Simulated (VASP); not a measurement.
Mg8HO8 (a cell with a defect), 17 atoms in the cell. The cell holds a defect, 17 atoms: a = 5.624 Å, b = 5.624 Å, c = 5.624 Å, α = 60.00°, β = 60.00°, γ = 60.00°. 

| Quantity | Value |
| --- | --- |
| Program | VASP 6.6.1 |
| Task | single point |
| Functional | PBE |
| Potentials or basis | VASP PAW PBE potentials, release 64 (Mg, O, H) |
| Cutoff | 520 eV |
| k mesh | 2 × 2 × 2 |
| Occupations | fermi-dirac, width 0.05 eV |
| Spin | no spin polarisation |
| Dipole correction | no |
| Charge | 1 |
| Further INCAR settings | LREAL = Auto; ALGO = Normal; EDIFF = 1e-06; NBANDS = 46; NELECT = 64.0 |

Potentials or basis: VASP PAW PBE potentials, release 64 (Mg, O, H).

The run is started by

```console
$ cat potpaw_PBE.64/Mg/POTCAR potpaw_PBE.64/O/POTCAR potpaw_PBE.64/H/POTCAR > POTCAR
$ mpirun -np 1 vasp_std > vasp.out
```

Hardware: 1 thread of Intel(R) Xeon(R) Platinum 8375C CPU @ 2.90GHz (Ice Lake) (shared host).

Task: Estimate the wall time of this run.

Result: Wall time 120 s on 1 thread of Intel(R) Xeon(R) Platinum 8375C CPU @ 2.90GHz (Ice Lake), on a shared host, peak memory 0.26 GiB. Counts: scf iterations 14, k points 8.
